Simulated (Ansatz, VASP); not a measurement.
**NbP: VASP beside Ansatz**

```
CELL_PARAMETERS angstrom
0.00000 2.69251 2.69251
2.69251 0.00000 2.69251
2.69251 2.69251 0.00000
ATOMIC_POSITIONS crystal
Nb 0.00000 0.00000 0.00000
P 0.25000 0.25000 0.25000
```

Alike in both runs: task relaxation of cell and atoms; functional PBEsol; k mesh 6 × 6 × 6; occupations gaussian, width 0.1 eV; no spin polarisation.

|  | VASP | Ansatz |
| --- | --- | --- |
| version | VASP 6.6.1 | Ansatz 0.2.0 |
| potentials or method | VASP PAW PBE potentials, release 64 (Nb_sv, P), cutoff 600 eV | scalar-relativistic, plane waves, PAW |
| valence electrons in the cell | 18 | 18 |

|  | VASP | Ansatz | Ansatz less VASP |
| --- | --- | --- | --- |
| gap on the k mesh at the Fermi level, each at its own relaxed structure (eV) | none | none | - |
| relaxed volume (Å³/atom) | 21.13 | 21.14 | +0.012 |
| relaxed cell length with the largest relative difference (Å) | 3.910 | 3.911 | +0.0008 |

VASP's potentials were made for PBE, not for PBEsol. A gap of «none» marks a metal or a gap that the smearing closes.
